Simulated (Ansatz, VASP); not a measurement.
**ZnInGaO4 in VASP and in Ansatz**

```
Zn In Ga O
1.0
     1.68033    0.97014    8.71341
    -1.68033    0.97014    8.71341
     0.00000   -1.94027    8.71341
Zn In Ga O
1 1 1 4
Cartesian
  0.0000 0.0000 5.7086
  0.0000 0.0000 0.0724
  0.0000 0.0000 20.5732
  0.0000 0.0000 7.7151
  0.0000 0.0000 18.5951
  0.0000 0.0000 3.1817
  0.0000 0.0000 22.5747
```

Alike in both runs: task single point; functional PBEsol; k mesh 6 × 6 × 6; occupations gaussian, width 0.1 eV; no spin polarisation.

|  | VASP | Ansatz |
| --- | --- | --- |
| version | VASP 6.6.1 | Ansatz 0.2.0 |
| potentials or method | VASP PAW PBE potentials, release 64 (Zn, In_d, Ga_d, O), cutoff 520 eV | scalar-relativistic, plane waves, PAW |
| valence electrons in the cell | 62 | 62 |

```tsv
	VASP	Ansatz	Ansatz less VASP
gap on the k mesh at the Fermi level (eV)	0.96	0.97	+0.014
least direct gap on the mesh (eV)	0.96	0.97	+0.014
pressure (GPa)	-6.1	-6.7	-0.51
traceless stress, the component that is largest in VASP (GPa)	-0.07	-0.10	-0.035
rms of the force components (eV/Å)	0.029	0.028	-0.0003
```

VASP's potentials were made for PBE, not for PBEsol. Atom by atom the forces differ by 0.005 eV/Å (rms over components). With one functional, cell and mesh, what is left measures potentials, basis and numerics.
